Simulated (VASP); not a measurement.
The system is B.

```
B
1.0
    -2.74343    2.74343    2.74343
     2.74343   -2.74343    2.74343
     2.74343    2.74343   -2.74343
B
12
Direct
  0.12500 0.75000 0.87500
  0.75000 0.37500 0.62500
  0.62500 0.37500 0.25000
  0.75000 0.87500 0.12500
  0.12500 0.87500 0.25000
  0.25000 0.12500 0.87500
  0.87500 0.12500 0.75000
  0.37500 0.62500 0.75000
  0.37500 0.25000 0.62500
  0.87500 0.25000 0.12500
  0.25000 0.62500 0.37500
  0.62500 0.75000 0.37500
```

```yaml
Program: VASP 6.6.1
Task: relaxation of cell and atoms
Functional: PBE
Potentials_or_basis: VASP PAW PBE potentials, release 64 (B)
Cutoff: 600 eV
k_mesh: 4 × 4 × 4
Occupations: gaussian, width 0.1 eV
Spin: no spin polarisation
```

At the start: pressure 28.7 GPa; volume 6.88 Å³/atom.

Problem. Where does the relaxation end?

Solution. Over 3 steps the energy falls by 71.8 meV/atom and the volume is 7.76 Å³/atom (+12.7 %); space group Ia-3d (No. 230, to 0.05 Å).

Step by step:
```tsv
step	energy change (eV)	largest force (eV/Å)	pressure (GPa)	volume (Å³)
1	0.0000	0.0000	28.69	82.59
2	-0.7077	0.0000	-9.33	98.22
3	-0.8620	0.0000	0.07	93.11
```

Final structure:
```
CELL_PARAMETERS angstrom
-2.85522 2.85522 2.85522
2.85522 -2.85522 2.85522
2.85522 2.85522 -2.85522
ATOMIC_POSITIONS crystal
B 0.12500 0.75000 0.87500
B 0.75000 0.37500 0.62500
B 0.62500 0.37500 0.25000
B 0.75000 0.87500 0.12500
B 0.12500 0.87500 0.25000
B 0.25000 0.12500 0.87500
B 0.87500 0.12500 0.75000
B 0.37500 0.62500 0.75000
B 0.37500 0.25000 0.62500
B 0.87500 0.25000 0.12500
B 0.25000 0.62500 0.37500
B 0.62500 0.75000 0.37500
```

Caveat: the k points lie up to 0.39 Å⁻¹ apart in the final cell.
